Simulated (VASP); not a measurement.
# YTaSe3 (P6_3/mmc) in VASP: single point with PBE

Aim: the single point of YTaSe3 with PBE.

Everything below comes from runs of VASP 6.6.1. Logs are shortened: lines on timing, memory, paths and dates and some standing lists are left out, and cuts for length are marked.

### Step 1. The cell of the first run

The structure is hexagonal, space group P6_3/mmc (No. 194). The conventional cell has a = 7.012 Å, b = 7.012 Å, c = 5.456 Å, α = 90.00°, β = 90.00°, γ = 120.00°. Y (site symmetry -6m2) has 12 Se at 3.27 to 3.51 Å and 6 Ta at 4.27 Å within 4.3 Å. Ta (site symmetry -3m) has 6 Se at 2.63 Å and 2 Ta at 2.73 Å within 3.5 Å. Within 3.6 Å of Se (site symmetry mm2) lie 2 Ta at 2.63 Å and 6 Se at 3.13 to 3.53 Å and 4 Y at 3.27 to 3.51 Å.

### Step 2. Single point, PBE, collinear spin

Input file INCAR:

```
  PREC = Accurate
  ENCUT = 520
  EDIFF = 1E-6
  ISMEAR = 0
  SIGMA = 0.1
  LREAL = F
  LASPH = T
  NELM = 150
  ALGO = Normal
  ISIF = 2
  LWAVE = F
  LCHARG = T
  ISPIN = 2
  MAGMOM = 0 0 1 1 0 0 0 0 0 0
  LORBIT = 11
  LMAXMIX = 4
  GGA = PE
  LELF = T
  LVHAR = T
  NBANDS = 55
```

Input file KPOINTS:

```
regular mesh
0
Gamma
  3 3 4
```

Input file POSCAR:

```
YTaSe3
1.0
    7.0121401650      0.0000000000      0.0000000000
   -3.5060700825      6.0726915178      0.0000000000
    0.0000000000      0.0000000000      5.4560957884
Y Ta Se
2 2 6
Direct
    0.3333333333      0.6666666667      0.7500000000
    0.6666666667      0.3333333333      0.2500000000
    0.0000000000      0.0000000000      0.0000000000
    0.0000000000      0.0000000000      0.5000000000
    0.8153313573      0.6306627146      0.7500000000
    0.3693372854      0.1846686427      0.7500000000
    0.8153313573      0.1846686427      0.7500000000
    0.1846686427      0.3693372854      0.2500000000
    0.6306627146      0.8153313573      0.2500000000
    0.1846686427      0.8153313573      0.2500000000
```

Potentials or basis: VASP PAW PBE potentials, release 64 (Y_sv, Ta_pv, Se).

The run is started by

```console
$ cat potpaw_PBE.64/Y_sv/POTCAR potpaw_PBE.64/Ta_pv/POTCAR potpaw_PBE.64/Se/POTCAR > POTCAR
$ mpirun -np 1 vasp_std > vasp.out
```

OUTCAR:

```text
PREC = Accurate
   ENCUT = 520
   EDIFF = 1E-6
   ISMEAR = 0
   LREAL = F
   LASPH = T
   NELM = 150
   ISIF = 2
   ISPIN = 2
   LORBIT = 11
   GGA = PE

 ion  position               nearest neighbor table
   1  0.333  0.667  0.750-  10 3.27  10 3.27   9 3.27   9 3.27   8 3.27   8 3.27   5 3.51   6 3.51
                             7 3.51   7 3.51   5 3.51   6 3.51
   2  0.667  0.333  0.250-   7 3.27   7 3.27   6 3.27   6 3.27   5 3.27   5 3.27   8 3.51   9 3.51
                            10 3.51  10 3.51   8 3.51   9 3.51
   3  0.000  0.000  0.000-   7 2.63  10 2.63   9 2.63   6 2.63   5 2.63   8 2.63   4 2.73   4 2.73

   4  0.000  0.000  0.500-   7 2.63  10 2.63   9 2.63   6 2.63   5 2.63   8 2.63   3 2.73   3 2.73

   5  0.815  0.631  0.750-   3 2.63   4 2.63   2 3.27   2 3.27   1 3.51   1 3.51
   6  0.369  0.185  0.750-   3 2.63   4 2.63   2 3.27   2 3.27   1 3.51   1 3.51
   7  0.815  0.185  0.750-   3 2.63   4 2.63   2 3.27   2 3.27   1 3.51   1 3.51
   8  0.185  0.369  0.250-   3 2.63   4 2.63   1 3.27   1 3.27   2 3.51   2 3.51
   9  0.631  0.815  0.250-   3 2.63   4 2.63   1 3.27   1 3.27   2 3.51   2 3.51
  10  0.185  0.815  0.250-   3 2.63   4 2.63   1 3.27   1 3.27   2 3.51   2 3.51

  LATTYP: Found a hexagonal cell.
 ALAT       =     7.0121401650
 C/A-ratio  =     0.7780928019

  Lattice vectors:

 A1 = (   7.0121401650,   0.0000000000,   0.0000000000)
 A2 = (  -3.5060700825,   6.0726915178,   0.0000000000)
 A3 = (   0.0000000000,   0.0000000000,   5.4560957884)

Analysis of symmetry for initial positions (statically):
=====================================================================
 Subroutine PRICEL returns:
 Original cell was already a primitive cell.

 Routine SETGRP: Setting up the symmetry group for a
 hexagonal supercell.

 Subroutine GETGRP returns: Found 24 space group operations
 (whereof 12 operations were pure point group operations)
 out of a pool of 24 trial point group operations.

The static configuration has the point symmetry D_3d.
 The point group associated with its full space group is D_6h.

Analysis of symmetry for dynamics (positions and initial velocities):
=====================================================================
 Subroutine PRICEL returns:
 Original cell was already a primitive cell.

 Routine SETGRP: Setting up the symmetry group for a
 hexagonal supercell.

 Subroutine GETGRP returns: Found 24 space group operations
 (whereof 12 operations were pure point group operations)
 out of a pool of 24 trial point group operations.

The dynamic configuration has the point symmetry D_3d.
 The point group associated with its full space group is D_6h.

Analysis of structural, dynamic, and magnetic symmetry:
=====================================================================
 Subroutine PRICEL returns:
 Original cell was already a primitive cell.

 Routine SETGRP: Setting up the symmetry group for a
 hexagonal supercell.

 Subroutine GETGRP returns: Found 24 space group operations
 (whereof 12 operations were pure point group operations)
 out of a pool of 24 trial point group operations.

The overall configuration has the point symmetry D_3d.
 The point group associated with its full space group is D_6h.

 Subroutine INISYM returns: Found 24 space group operations
 (whereof 12 operations are pure point group operations),
 and found     1 'primitive' translations

----------------------------------------------------------------------------------------

                                     Primitive cell

  volume of cell :     232.3345

  direct lattice vectors                    reciprocal lattice vectors
     7.012140165  0.000000000  0.000000000     0.142609813  0.082335814  0.000000000
    -3.506070082  6.072691518  0.000000000     0.000000000  0.164671628  0.000000000
     0.000000000  0.000000000  5.456095788     0.000000000  0.000000000  0.183281240

  length of vectors
     7.012140165  7.012140165  5.456095788     0.164671628  0.164671628  0.183281240

[... 73 lines left out ...]
   ICHARG =      2    charge: 1-file 2-atom 10-const
   ISPIN  =      2    spin polarized calculation?
   LNONCOLLINEAR =      F non collinear calculations
   LSORBIT =      F    spin-orbit coupling
   LASPH  =      T    aspherical Exc in radial PAW
   ENCUT  =  520.0 eV  38.22 Ry    6.18 a.u.  13.04 13.04 10.14*2*pi/ulx,y,z
   NELM   =    150;   NELMIN=  2; NELMDL= -5     # of ELM steps
   EDIFF  = 0.1E-05   stopping-criterion for ELM
   LREAL  =      F    real-space projection
   EDIFFG = 0.1E-04   stopping-criterion for IOM
   NSW    =      0    number of steps for IOM
   IBRION =     -1    ionic relax: 0-MD 1-quasi-New 2-CG
   NFREE  =      0    steps in history (QN), initial steepest desc. (CG)
   ISIF   =      2    stress and relaxation
   ISYM   =      2    0-nonsym 1-usesym 2-fastsym
   POTIM  = 0.5000    time-step for ionic-motion
   TEBEG  =    0.0;   TEEND  =   0.0 temperature during run
   PSTRESS=    0.0 pullay stress
   NELECT =      80.0000    total number of electrons
   NUPDOWN=      -1.0000    fix difference up-down
   EMIN   =  10.00;   EMAX   =-10.00  energy-range for DOS
   EFERMI =   0.00;   METHOD = LEGACY
   ISMEAR =     0;   SIGMA  =   0.10  broadening in eV -4-tet -1-fermi 0-gaus
   EFERMI_NEDOS =   21; number of points for ismear=-14 and -15
   IALGO  =     38    algorithm
   IMIX   =      4    mixing-type and parameters
     AMIX     =   0.40;   BMIX     =  1.00
     AMIX_MAG =   1.60;   BMIX_MAG =  1.00
  volume/ion in A,a.u.               =      23.23       156.79
  Fermi-wavevector in a.u.,A,eV,Ry     =   1.147449  2.168365 17.913978  1.316640
  Thomas-Fermi vector in A             =   2.284129
   LORBIT       =     11    0 simple, 1 ext, 2 COOP (PROOUT), +10 PAW based schemes
   GGA     = PE    functional components
   LHFCALC =     F    Hartree Fock is set to
   AEXX    =    0.0000 exact exchange contribution
   IVDW    =     0    specifies the selected vdW correction
   LEPSILON=     F    determine dielectric tensor
   LRPA    =     F    only Hartree local field effects (RPA)
 spin polarized calculation
 Gauss-broadening in eV      SIGMA  =   0.10
  energy-cutoff  :      520.00
  volume of cell :      232.33
 maximum number of plane-waves:      6297
 NGX is ok and might be reduce to    54
   NGX = 27   NGY = 27   NGZ = 21

 number of electron      79.9999993 magnetization      -0.0097575

 number of electron      79.9999993 magnetization       0.0000504

 Free energy of the ion-electron system (eV)
  ---------------------------------------------------
  ext. energy  EPLUGINS =         0.00000000
  ---------------------------------------------------
  free energy    TOTEN  =       -65.65876400 eV

  energy without entropy =      -65.64600062  energy(sigma->0) =      -65.65238231

 E-fermi :   5.5870     XC(G=0): -10.2183

 val. band max:        5.5373765900   @ k =   0.0000   0.0000   0.2500
 cond. band min:       5.5959696448   @ k =   0.3333   0.3333   0.5000
 fundamental gap:      0.0585930547
 Fermi energy:         5.5870371935

 spin component 1

 k-point     1 :       0.0000    0.0000    0.0000
  band No.  band energies     occupation
      1     -39.6374      1.00000
      2     -39.6367      1.00000
      3     -30.3149      1.00000
      4     -29.9800      1.00000
      5     -29.9800      1.00000
      6     -29.8200      1.00000
[... 484 lines left out ...]
     51       7.0130      0.00000
     52       7.0130      0.00000
 Fermi energy:         5.5870371935

 spin component 2

 k-point     1 :       0.0000    0.0000    0.0000
  band No.  band energies     occupation
      1     -39.6374      1.00000
      2     -39.6367      1.00000
      3     -30.3148      1.00000
      4     -29.9798      1.00000
      5     -29.9798      1.00000
      6     -29.8199      1.00000
[... 484 lines left out ...]
     51       7.0130      0.00000
     52       7.0130      0.00000
 [bands above 52 left out]

------------------------ aborting loop because EDIFF is reached ----------------------------------------

  FORCE on cell =-STRESS in cart. coord.  units (eV):
  Direction    XX          YY          ZZ          XY          YZ          ZX
  --------------------------------------------------------------------------------------
  -------------------------------------------------------------------------------------
  Total        0.1721129      0.1721129      0.1999270      0.0000000     -0.0000000      0.0000000
  in kB        1.1868896      1.1868896      1.3786948      0.0000000     -0.0000000      0.0000000
  external PRESSURE =       1.2508247 kB  Pullay stress =       0.0000000 kB

 VOLUME and BASIS-vectors are now :
 -----------------------------------------------------------------------------
  energy-cutoff  :      520.00
  volume of cell :      232.33
      direct lattice vectors                 reciprocal lattice vectors
     7.012140165  0.000000000  0.000000000     0.142609813  0.082335814  0.000000000
    -3.506070082  6.072691518  0.000000000     0.000000000  0.164671628  0.000000000
     0.000000000  0.000000000  5.456095788     0.000000000  0.000000000  0.183281240

 POSITION                                       TOTAL-FORCE (eV/Angst)
 -----------------------------------------------------------------------------------
     -0.00000      4.04846      4.09207        -0.000000      0.000000      0.000000
      3.50607      2.02423      1.36402        -0.000000      0.000000      0.000000
      0.00000      0.00000      0.00000        -0.000000      0.000000      0.000000
      0.00000      0.00000      2.72805        -0.000000      0.000000      0.000000
      3.50607      3.82982      4.09207         0.000000     -0.028798     -0.000000
      1.94238      1.12144      4.09207         0.024940      0.014399      0.000000
      5.06976      1.12144      4.09207        -0.024940      0.014399      0.000000
     -0.00000      2.24287      1.36402        -0.000000      0.028798      0.000000
      1.56369      4.95126      1.36402        -0.024940     -0.014399     -0.000000
     -1.56369      4.95126      1.36402         0.024940     -0.014399      0.000000
 -----------------------------------------------------------------------------------
    total drift:                               -0.000001      0.000000     -0.000000

  FREE ENERGIE OF THE ION-ELECTRON SYSTEM (eV)
  ---------------------------------------------------
  free  energy   TOTEN  =       -65.6587639999 eV

  energy  without entropy=      -65.6460006207  energy(sigma->0) =      -65.65238231

 total charge

# of ion       s       p       d       f       tot
--------------------------------------------------
    1        2.125   6.088   0.703   0.025   8.941
    2        2.125   6.088   0.703   0.025   8.941
    3        0.306   6.174   2.417   0.000   8.897
    4        0.306   6.174   2.417   0.000   8.897
    5        1.468   2.370   0.045   0.000   3.884
    6        1.468   2.370   0.045   0.000   3.884
    7        1.468   2.370   0.045   0.000   3.884
    8        1.468   2.370   0.045   0.000   3.884
    9        1.468   2.370   0.045   0.000   3.884
   10        1.468   2.370   0.045   0.000   3.884
--------------------------------------------------
tot         13.670  38.747   6.512   0.050  58.978

 magnetization (x)

# of ion       s       p       d       f       tot
--------------------------------------------------
    1       -0.000  -0.000  -0.000  -0.000  -0.000
    2       -0.000  -0.000  -0.000  -0.000  -0.000
    3        0.000   0.000   0.000   0.000   0.000
    4        0.000   0.000   0.000   0.000   0.000
    5        0.000   0.000   0.000   0.000   0.000
    6        0.000   0.000   0.000   0.000   0.000
    7        0.000   0.000   0.000   0.000   0.000
    8        0.000   0.000   0.000   0.000   0.000
    9        0.000   0.000   0.000   0.000   0.000
   10        0.000   0.000   0.000   0.000   0.000
--------------------------------------------------
tot         -0.000   0.000  -0.000  -0.000   0.000
```

It took 5.1 min on 1 thread of Intel Xeon Platinum 8375C at 2.90GHz (Ice Lake), shared host; peak memory 0.53 GiB.

Results:

```yaml
Free_energy: -65.6588 eV
Pressure: 0.1 GPa
Largest_force: 0.029 eV/Å
Band_gap_on_the_k_mesh: zero (filled and empty bands overlap)
Net_moment: 0.00 μB per cell
Valence_electrons_inside_the_program's_atomic_spheres: Y 8.94; Ta 8.90; Se 3.88
```

Forces on the atoms (eV/Å):
```
Y    0.000  0.000  0.000
Y    0.000  0.000  0.000
Ta   0.000  0.000  0.000
Ta   0.000  0.000  0.000
Se   0.000 -0.029  0.000
Se   0.025  0.014  0.000
Se  -0.025  0.014  0.000
Se   0.000  0.029  0.000
Se  -0.025 -0.014  0.000
Se   0.025 -0.014  0.000
```

Levels at points of the mesh, in eV from the Fermi level:
Spin up:
```csv
k point,band 38,band 39,band 40,band 41,band 42,band 43
"(0.00, 0.00, 0.00)",-1.33,-1.31,-1.31,-0.56,0.11,0.14
"(0.00, 0.00, 0.50)",-1.55,-0.51,-0.51,-0.09,-0.09,-0.09
```
Spin down:
```tsv
k point	band 37	band 38	band 39	band 40	band 41	band 42	band 43	band 44
(0.00, 0.00, 0.00)	-1.33	-1.33	-1.31	-1.31	-0.56	0.11	0.14	0.41
(0.00, 0.00, 0.50)	-1.55	-1.55	-0.51	-0.51	-0.09	-0.09	-0.09	-0.09
```

Caveat: spin-orbit coupling is left out, which moves the levels of the heavy elements.
